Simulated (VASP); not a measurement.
Wanted: the native input for a VASP 6.6.1 run.

```
Task                   : single point
Functional             : PBE
Potentials or basis    : VASP PAW PBE potentials, release 64 (Cd, S)
Cutoff                 : 520 eV
k mesh                 : 12 × 12 × 4
Occupations            : fermi-dirac, width 0.02 eV
Spin                   : no spin polarisation
Dipole correction      : no
Further INCAR settings : ALGO = Normal; EDIFF = 1e-06; NBANDS = 26
```

The structure of CdS lies in POSCAR:

```
CdS
1.0
    4.1646012681      0.0000000000      0.0000000000
   -2.0823006341      3.6066504948      0.0000000000
    0.0000000000      0.0000000000      6.7660105206
Cd S
2 2
Direct
    0.3333333333      0.6666666667     -0.0009631153
    0.6666666667      0.3333333333      0.4990368847
    0.3333333333      0.6666666667      0.3759631153
    0.6666666667      0.3333333333      0.8759631153
```

One way to write it, as run:

INCAR

```
ALGO = Normal
EDIFF = 1E-6
ENCUT = 520
GGA = PE
ISIF = 2
ISMEAR = -1
LASPH = T
LCHARG = F
LREAL = F
LWAVE = F
NBANDS = 26
NELM = 60
PREC = Accurate
SIGMA = 0.02
```

KPOINTS

```
k-points
0
Gamma
  12 12 4
```

Potentials or basis: VASP PAW PBE potentials, release 64 (Cd, S).

Launch:

```bash
$ cat potpaw_PBE.64/Cd/POTCAR potpaw_PBE.64/S/POTCAR > POTCAR
$ mpirun -np 1 vasp_std > vasp.out
```

It gave:

The pressure is 1.7 GPa. The band gap on the k mesh is 1.17 eV.

Wall time 45 s on 1 thread of Intel(R) Xeon(R) 6975P-C (Granite Rapids), with other jobs on the host, peak memory 0.29 GiB.
